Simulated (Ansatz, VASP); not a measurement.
**BePd in VASP and in Ansatz**

Contents of INCAR:

```
SYSTEM = BePd
  ALGO = Normal
  EDIFF = 1E-8
  ENCUT = 520
  GGA = CA
  ISIF = 2
  ISMEAR = -1
  LASPH = .TRUE.
  LCHARG = .FALSE.
  LEFG = .TRUE.
  LREAL = .FALSE.
  LWAVE = .FALSE.
  NBANDS = 13
  NELM = 80
  PREC = Accurate
  SIGMA = 0.08
```

Contents of KPOINTS:

```
k-points
0
G
  12 12 12
  0 0 0
```

File POSCAR:

```
BePd
1.0
    2.7749818260      0.0000000000      0.0000000000
    0.0000000000      2.7749818260      0.0000000000
    0.0000000000      0.0000000000      2.7749818260
Be Pd
1 1
Direct
    0.0000000000      0.0000000000      0.0000000000
    0.5000000000      0.5000000000      0.5000000000
```

Input for Ansatz:

```yaml
crystal:
  lattice:
    - [2.774981826, 0.0, 0.0]
    - [0.0, 2.774981826, 0.0]
    - [0.0, 0.0, 2.774981826]
  atoms:
    - { symbol: Be, position: [0.0, 0.0, 0.0] }
    - { symbol: Pd, position: [0.5, 0.5, 0.5] }
kpoints:
  mp_grid: { grid: [12, 12, 12] }
scf:
  occupations: { method: fermi_dirac, width: 0.08 }
hamiltonian:
  xc: lda
  pseudopotentials: { kind: all_electron, datasets: crystal }
output:
  forces: true
  stress: true
  eigenvalues: true
  efg: { contact_densities: true }
```

Change from the starting cell: volume scaled by 0.96, crystal datasets.

Alike in both runs: task electric field gradients; functional LDA; k mesh 12 × 12 × 12; occupations fermi-dirac, width 0.08 eV; no spin polarisation.

```csv
,VASP,Ansatz
version,VASP 6.6.1,Ansatz 0.2.0
potentials or method,"VASP PAW LDA potentials, release 64 (Be, Pd), cutoff 520 eV","all-electron PAW with datasets made for the crystal, scalar-relativistic"
```

Ansatz gave:

* pressure (GPa): -0.5

Q: What did VASP give for the same quantities?

A: Pressure (GPa): 0.3.

LDA's correlation is that of Perdew and Zunger in VASP and of Perdew and Wang (1992) in Ansatz. Ansatz ran all-electron here, and VASP with PAW potentials.
